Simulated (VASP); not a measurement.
# Ta (I4_1/amd) in VASP: a series of runs

The runs below take Ta through single point, with PBE.

Everything below comes from runs of VASP 6.6.1. Logs are shortened: lines on timing, memory, paths and dates and some standing lists are left out, and cuts for length are marked.

## 1. The cell of the first run

Symmetry: I4_1/amd, No. 141, tetragonal system. The conventional cell has a = 4.969 Å, b = 4.969 Å, c = 2.679 Å, α = 90.00°, β = 90.00°, γ = 90.00°. Ta (site symmetry -4m2) has 10 Ta at 2.57 to 3.20 Å within 3.4 Å.

## 2. Single point, PBE

Contents of INCAR:

```
ALGO = Normal ; EDIFF = 1E-7
ENCUT = 520 ; GGA = PE
ISIF = 2 ; ISMEAR = -1
LASPH = True ; LCHARG = True
LELF = True ; LREAL = False
LVHAR = True ; LWAVE = False
NBANDS = 18 ; NELM = 60
PREC = Accurate ; SIGMA = 0.1
```

Contents of KPOINTS:

```
k-points
0
Gamma
  17 17 17
```

Contents of POSCAR:

```
Ta
1.0
   -2.4844010995      2.4844010995      1.3394400204
    2.4844010995     -2.4844010995      1.3394400204
    2.4844010995      2.4844010995     -1.3394400204
Ta
2
Direct
   -0.3750000000     -0.1250000000     -0.2500000000
    0.3750000000      0.1250000000      0.2500000000
```

Potentials or basis: VASP PAW PBE potentials, release 64 (Ta_pv).

Command:

```console
cat potpaw_PBE.64/Ta_pv/POTCAR > POTCAR
mpirun -np 1 vasp_std > vasp.out
```

OUTCAR:

```text
EDIFF = 1E-7
   ENCUT = 520
   GGA = PE
   ISIF = 2
   ISMEAR = -1
   LASPH = True
   LREAL = False
   NELM = 60
   PREC = Accurate

 ion  position               nearest neighbor table
   1  0.625  0.875  0.750-   2 2.57   2 2.57   2 2.57   2 2.57   2 3.20   2 3.20   2 3.20   2 3.20

   2  0.375  0.125  0.250-   1 2.57   1 2.57   1 2.57   1 2.57   1 3.20   1 3.20   1 3.20   1 3.20

  LATTYP: Found a body centered tetragonal cell.
 ALAT       =     4.9688021990
 C/A-ratio  =     0.5391400047

  Lattice vectors:

 A1 = (  -2.4844010995,   2.4844010995,   1.3394400204)
 A2 = (   2.4844010995,  -2.4844010995,   1.3394400204)
 A3 = (   2.4844010995,   2.4844010995,  -1.3394400204)

Analysis of symmetry for initial positions (statically):
=====================================================================
 Subroutine PRICEL returns:
 Original cell was already a primitive cell.

 Routine SETGRP: Setting up the symmetry group for a
 body centered tetragonal supercell.

 Subroutine GETGRP returns: Found 16 space group operations
 (whereof  4 operations were pure point group operations)
 out of a pool of 16 trial point group operations.

The static configuration has the point symmetry C_2h.
 The point group associated with its full space group is D_4h.

Analysis of symmetry for dynamics (positions and initial velocities):
=====================================================================
 Subroutine PRICEL returns:
 Original cell was already a primitive cell.

 Routine SETGRP: Setting up the symmetry group for a
 body centered tetragonal supercell.

 Subroutine GETGRP returns: Found 16 space group operations
 (whereof  4 operations were pure point group operations)
 out of a pool of 16 trial point group operations.

The dynamic configuration has the point symmetry C_2h.
 The point group associated with its full space group is D_4h.

 Subroutine INISYM returns: Found 16 space group operations
 (whereof  4 operations are pure point group operations),
 and found     1 'primitive' translations

----------------------------------------------------------------------------------------

                                     Primitive cell

  volume of cell :      33.0694

  direct lattice vectors                    reciprocal lattice vectors
    -2.484401099  2.484401099  1.339440020     0.000000000  0.201255747  0.373290325
     2.484401099 -2.484401099  1.339440020     0.201255747  0.000000000  0.373290325
     2.484401099  2.484401099 -1.339440020     0.201255747  0.201255747  0.000000000

  length of vectors
     3.760132606  3.760132606  3.760132606     0.424086716  0.424086716  0.284618607

  position of ions in fractional coordinates (direct lattice)
     0.625000000  0.875000000  0.750000000
     0.375000000  0.125000000  0.250000000

  ion indices of the primitive-cell ions
   primitive index   ion index
                 1           1
                 2           2

----------------------------------------------------------------------------------------

 KPOINTS: k-points

Automatic generation of k-mesh.
 Grid dimensions read from file:
 generate k-points for:   17   17   17

 Generating k-lattice:

  Cartesian coordinates                     Fractional coordinates (reciprocal lattice)
     0.000000000  0.011838573  0.021958254     0.058823529  0.000000000 -0.000000000
     0.011838573  0.000000000  0.021958254     0.000000000  0.058823529 -0.000000000
     0.011838573  0.011838573  0.000000000     0.000000000  0.000000000  0.058823529

  Length of vectors
     0.024946277  0.024946277  0.016742271

  Shift w.r.t. Gamma in fractional coordinates (k-lattice)
     0.000000000  0.000000000  0.000000000

 Subroutine IBZKPT returns following result:
 ===========================================

 Found    405 irreducible k-points:

 Following reciprocal coordinates:
            Coordinates               Weight
  0.000000  0.000000  0.000000      1.000000
  0.058824  0.000000 -0.000000      8.000000
  0.117647  0.000000 -0.000000      8.000000
  0.176471  0.000000 -0.000000      8.000000
  0.235294  0.000000 -0.000000      8.000000
  0.294118  0.000000 -0.000000      8.000000
[... 16 lines left out ...]
 -0.176471  0.058824  0.000000     16.000000
 -0.117647  0.058824  0.000000     16.000000
 [... further k-points ...]
   k-points           NKPTS =    405   k-points in BZ     NKDIM =    405   number of bands    NBANDS=     18
   number of dos      NEDOS =    301   number of ions     NIONS =      2
   total plane-waves  NPLWV =  21952
   dimension x,y,z NGX =    28 NGY =   28 NGZ =   28
   dimension x,y,z NGXF=    56 NGYF=   56 NGZF=   56
   ions per type =               2
   NGX,Y,Z   is equivalent  to a cutoff of  12.38, 12.38, 12.38 a.u.
   NGXF,Y,Z  is equivalent  to a cutoff of  24.76, 24.76, 24.76 a.u.
 SYSTEM =  unknown system
   PREC   = accura    normal or accurate (medium, high low for compatibility)
   ISTART =      0    job   : 0-new  1-cont  2-samecut
   ICHARG =      2    charge: 1-file 2-atom 10-const
   ISPIN  =      1    spin polarized calculation?
   LNONCOLLINEAR =      F non collinear calculations
   LSORBIT =      F    spin-orbit coupling
   LASPH  =      T    aspherical Exc in radial PAW
   ENCUT  =  520.0 eV  38.22 Ry    6.18 a.u.   6.99  6.99  6.99*2*pi/ulx,y,z
   NELM   =     60;   NELMIN=  2; NELMDL= -5     # of ELM steps
   EDIFF  = 0.1E-06   stopping-criterion for ELM
   LREAL  =      F    real-space projection
   EDIFFG = 0.1E-05   stopping-criterion for IOM
   NSW    =      0    number of steps for IOM
   IBRION =     -1    ionic relax: 0-MD 1-quasi-New 2-CG
   NFREE  =      0    steps in history (QN), initial steepest desc. (CG)
   ISIF   =      2    stress and relaxation
   ISYM   =      2    0-nonsym 1-usesym 2-fastsym
   POTIM  = 0.5000    time-step for ionic-motion
   TEBEG  =    0.0;   TEEND  =   0.0 temperature during run
   PSTRESS=    0.0 pullay stress
   NELECT =      22.0000    total number of electrons
   NUPDOWN=      -1.0000    fix difference up-down
   EMIN   =  10.00;   EMAX   =-10.00  energy-range for DOS
   EFERMI =   0.00;   METHOD = LEGACY
   ISMEAR =    -1;   SIGMA  =   0.10  broadening in eV -4-tet -1-fermi 0-gaus
   EFERMI_NEDOS =   21; number of points for ismear=-14 and -15
   IALGO  =     38    algorithm
   IMIX   =      4    mixing-type and parameters
     AMIX     =   0.40;   BMIX     =  1.00
     AMIX_MAG =   1.60;   BMIX_MAG =  1.00
  volume/ion in A,a.u.               =      16.53       111.58
  Fermi-wavevector in a.u.,A,eV,Ry     =   1.429136  2.700675 27.788935  2.042429
  Thomas-Fermi vector in A             =   2.549122
   LORBIT       =      0    0 simple, 1 ext, 2 COOP (PROOUT), +10 PAW based schemes
   GGA     = PE    functional components
   LHFCALC =     F    Hartree Fock is set to
   AEXX    =    0.0000 exact exchange contribution
   IVDW    =     0    specifies the selected vdW correction
   LEPSILON=     F    determine dielectric tensor
   LRPA    =     F    only Hartree local field effects (RPA)
 non-spin polarized calculation
  energy-cutoff  :      520.00
  volume of cell :       33.07
 maximum number of plane-waves:       913
   NGX = 13   NGY = 13   NGZ = 13

 number of electron      21.9999995 magnetization

 Free energy of the ion-electron system (eV)
  ---------------------------------------------------
  ext. energy  EPLUGINS =         0.00000000
  ---------------------------------------------------
  free energy    TOTEN  =       -21.47089054 eV

  energy without entropy =      -21.41015323  energy(sigma->0) =      -21.44052189

 E-fermi :   6.6570     XC(G=0): -12.9845

 val. band max:        6.6506847623   @ k =   0.4706   0.4706  -0.0000
 cond. band min:       6.6626193340   @ k =  -0.4118   0.4706   0.4118
 fundamental gap:      0.0119345716
 Fermi energy:         6.6570318460

 k-point     1 :       0.0000    0.0000    0.0000
  band No.  band energies     occupation
      1     -28.1391      2.00000
      2     -28.1391      2.00000
      3     -26.4663      2.00000
      4     -26.4446      2.00000
      5     -26.4359      2.00000
      6     -26.4359      2.00000
[... 10 lines left out ...]
     17      13.7922      0.00000
     18      14.1750      0.00000

 k-point     2 :       0.0588    0.0000   -0.0000
  band No.  band energies     occupation
      1     -28.1343      2.00000
      2     -28.1175      2.00000
      3     -26.5363      2.00000
      4     -26.5019      2.00000
      5     -26.4323      2.00000
      6     -26.4315      2.00000
[... 10 lines left out ...]
     17      14.0913      0.00000
     18      14.1597      0.00000

 k-point     3 :       0.1176    0.0000   -0.0000
  band No.  band energies     occupation
      1     -28.1203      2.00000
      2     -28.0561      2.00000
      3     -26.6992      2.00000
      4     -26.6565      2.00000
      5     -26.4607      2.00000
      6     -26.4220      2.00000
[... 10 lines left out ...]
     17      14.2853      0.00000
     18      15.2762      0.00000

 k-point     4 :       0.1765    0.0000   -0.0000
  band No.  band energies     occupation
      1     -28.0988      2.00000
      2     -27.9654      2.00000
      3     -26.9403      2.00000
      4     -26.8663      2.00000
      5     -26.5187      2.00000
      6     -26.4067      2.00000
[... 10 lines left out ...]
     17      14.6227      0.00000
     18      16.7197      0.00000

 k-point     5 :       0.2353    0.0000   -0.0000
  band No.  band energies     occupation
      1     -28.0724      2.00000
      2     -27.8688      2.00000
      3     -27.2196      2.00000
      4     -27.0902      2.00000
      5     -26.5955      2.00000
      6     -26.3884      2.00000
[... 10 lines left out ...]
     17      14.6069      0.00000
     18      17.7224      0.00000

 k-point     6 :       0.2941    0.0000   -0.0000
  band No.  band energies     occupation
      1     -28.0445      2.00000
      2     -27.8231      2.00000
      3     -27.4825      2.00000
      4     -27.2638      2.00000
      5     -26.6826      2.00000
      6     -26.3698      2.00000
[... 10 lines left out ...]
     17      14.3601      0.00000
     18      17.3740      0.00000

 k-point     7 :       0.3529    0.0000   -0.0000
  band No.  band energies     occupation
      1     -28.0189      2.00000
      2     -27.9082      2.00000
      3     -27.6849      2.00000
      4     -27.2969      2.00000
      5     -26.7738      2.00000
      6     -26.3535      2.00000
[... 10 lines left out ...]
     17      13.9634      0.00000
     18      17.0357      0.00000

 k-point     8 :       0.4118    0.0000   -0.0000
  band No.  band energies     occupation
      1     -28.0456      2.00000
      2     -27.9993      2.00000
      3     -27.8275      2.00000
      4     -27.2266      2.00000
      5     -26.8635      2.00000
      6     -26.3413      2.00000
[... 10 lines left out ...]
     17      13.7953      0.00000
     18      17.3217      0.00000
[... 229 lines left out ...]
     17      13.4237      0.00000
     18      16.7800      0.00000

 k-point    20 :      -0.3529    0.0588    0.0000
  band No.  band energies     occupation
      1     -28.0530      2.00000
      2     -27.7662      2.00000
      3     -27.5168      2.00000
      4     -27.1966      2.00000
      5     -26.7877      2.00000
      6     -26.3717      2.00000
[... 10 lines left out ...]
     17      13.9065      0.00000
     18      16.9327      0.00000

 k-point    21 :      -0.2941    0.0588    0.0000
  band No.  band energies     occupation
      1     -28.0786      2.00000
      2     -27.7845      2.00000
      3     -27.2659      2.00000
      4     -27.0646      2.00000
      5     -26.6822      2.00000
      6     -26.3897      2.00000
[... 10 lines left out ...]
     17      14.2524      0.00000
     18      17.0400      0.00000

 k-point    22 :      -0.2353    0.0588    0.0000
  band No.  band energies     occupation
      1     -28.1023      2.00000
      2     -27.8849      2.00000
      3     -26.9959      2.00000
      4     -26.8573      2.00000
      5     -26.5807      2.00000
      6     -26.4074      2.00000
[... 10 lines left out ...]
     17      14.2652      0.00000
     18      16.2684      0.00000

 k-point    23 :      -0.1765    0.0588    0.0000
  band No.  band energies     occupation
      1     -28.1199      2.00000
      2     -27.9934      2.00000
      3     -26.7626      2.00000
      4     -26.6536      2.00000
      5     -26.4968      2.00000
      6     -26.4179      2.00000
[... 10 lines left out ...]
     17      13.8238      0.00000
     18      14.9906      0.00000

 k-point    24 :      -0.1176    0.0588    0.0000
  band No.  band energies     occupation
      1     -28.1289      2.00000
      2     -28.0791      2.00000
      3     -26.5995      2.00000
      4     -26.5047      2.00000
      5     -26.4596      2.00000
      6     -26.4044      2.00000
[... 10 lines left out ...]
     17      13.8355      0.00000
     18      13.9008      0.00000

 [... further k-points ...]

------------------------ aborting loop because EDIFF is reached ----------------------------------------

  FORCE on cell =-STRESS in cart. coord.  units (eV):
  Direction    XX          YY          ZZ          XY          YZ          ZX
  --------------------------------------------------------------------------------------
  -------------------------------------------------------------------------------------
  Total        8.0624746      8.0624746      8.0294760     -0.0000000      0.0000000     -0.0000000
  in kB      390.6180033    390.6180033    389.0192565     -0.0000000      0.0000000     -0.0000000
  external PRESSURE =     390.0850877 kB  Pullay stress =       0.0000000 kB

 VOLUME and BASIS-vectors are now :
 -----------------------------------------------------------------------------
  energy-cutoff  :      520.00
  volume of cell :       33.07
      direct lattice vectors                 reciprocal lattice vectors
    -2.484401099  2.484401099  1.339440020     0.000000000  0.201255747  0.373290325
     2.484401099 -2.484401099  1.339440020     0.201255747  0.000000000  0.373290325
     2.484401099  2.484401099 -1.339440020     0.201255747  0.201255747  0.000000000

 POSITION                                       TOTAL-FORCE (eV/Angst)
 -----------------------------------------------------------------------------------
      2.48440      1.24220      1.00458         0.000000      0.000000     -0.000000
     -0.00000      1.24220      0.33486        -0.000000     -0.000000      0.000000
 -----------------------------------------------------------------------------------
    total drift:                                0.000000      0.000000     -0.000000

  FREE ENERGIE OF THE ION-ELECTRON SYSTEM (eV)
  ---------------------------------------------------
  free  energy   TOTEN  =       -21.4708905396 eV

  energy  without entropy=      -21.4101532310  energy(sigma->0) =      -21.44052189
```

It took 2.7 min on 1 thread of AMD EPYC 9R45 (Zen 5), shared host; peak memory 0.28 GiB.

What came out:

```yaml
Free_energy: -21.4709 eV
Pressure: 39.0 GPa
Band_gap_on_the_k_mesh: zero (bands 11 and 12 overlap by 1.43 eV)
```

Levels at points of the mesh, in eV from the Fermi level:
```csv
k point,band 8,band 9,band 10,band 11,band 12,band 13,band 14,band 15
"(0.00, 0.00, 0.00)",-5.48,-3.02,-2.71,-1.47,3.45,3.45,3.61,3.61
```

Caveat: the cell stands under pressure; spin-orbit coupling is left out, which moves the levels of the heavy elements.

## 3. Single point, PBE (16.53 Å³/atom)

Contents of INCAR:

```
SYSTEM = Ta
ALGO = Normal ; EDIFF = 1E-6
ENCUT = 520 ; GGA = PE
ISIF = 2 ; ISMEAR = -1
LASPH = .TRUE. ; LCHARG = .TRUE.
LELF = .TRUE. ; LREAL = .FALSE.
LVHAR = .TRUE. ; LWAVE = .FALSE.
NBANDS = 18 ; NELM = 60
PREC = Accurate ; SIGMA = 0.1
```

Contents of KPOINTS:

```
k-points
0
G
  17 17 17
  0 0 0
```

POSCAR is that of step 2.

Potentials or basis: VASP PAW PBE potentials, release 64 (Ta_pv).

Command:

```console
cat potpaw_PBE.64/Ta_pv/POTCAR > POTCAR
mpirun -np 1 vasp_std > vasp.out
```

Run time: 2.7 min. Hardware: 1 thread of AMD EPYC 9R45 (Zen 5), shared host; peak memory 0.28 GiB.

The run converged. Its results:

- Free energy: -21.4709 eV
- Pressure: 39.0 GPa
- Band gap on the k mesh: zero (bands 11 and 12 overlap by 1.43 eV)

Stress tensor (GPa, compression positive):
```
39.06  0.00  0.00
 0.00 39.06  0.00
 0.00  0.00 38.90
```

Levels at points of the mesh, in eV from the Fermi level:
```csv
k point,band 8,band 9,band 10,band 11,band 12,band 13,band 14,band 15
"(0.00, 0.00, 0.00)",-5.48,-3.02,-2.71,-1.47,3.45,3.45,3.61,3.61
```

Caveat: the cell stands under pressure; spin-orbit coupling is left out, which moves the levels of the heavy elements.

(Continued in part 2 of 2.)
